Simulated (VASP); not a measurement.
Here is a VASP 6.6.1 calculation.

Contents of INCAR:

```
SYSTEM = PbSe
PREC = Accurate
ENCUT = 520
EDIFF = 1E-8
ISMEAR = -1
SIGMA = 0.05
LREAL = .False.
LASPH = .True.
NELM = 100
ALGO = Normal
ISIF = 2
LWAVE = .False.
LCHARG = .True.
GGA = PS
NBANDS = 17
IBRION = 8
NSW = 1
```

KPOINTS

```
regular mesh
0
Gamma
  6 6 6
  0 0 0
```

File POSCAR:

```
PbSe
1.0
    0.0000000000      3.0606500000      3.0606500000
    3.0606500000      0.0000000000      3.0606500000
    3.0606500000      3.0606500000      0.0000000000
Pb Se
1 1
Direct
    0.0000000000      0.0000000000      0.0000000000
    0.5000000000      0.5000000000      0.5000000000
```

Potentials or basis: VASP PAW PBE potentials, release 64 (Pb_d, Se).

The run is started by

```console
$ cat potpaw_PBE.64/Pb_d/POTCAR potpaw_PBE.64/Se/POTCAR > POTCAR
$ mpirun -np 1 vasp_std > vasp.out
```

Problem. Predict the highest phonon frequency at Γ, LO-TO splitting left out.

Solution. 15 cm⁻¹.

Phonon frequencies in cm⁻¹ (negative: imaginary):
| q point | frequencies |
| --- | --- |
| (0.000, 0.000, 0.000) | 0 0 0 15 15 15 |
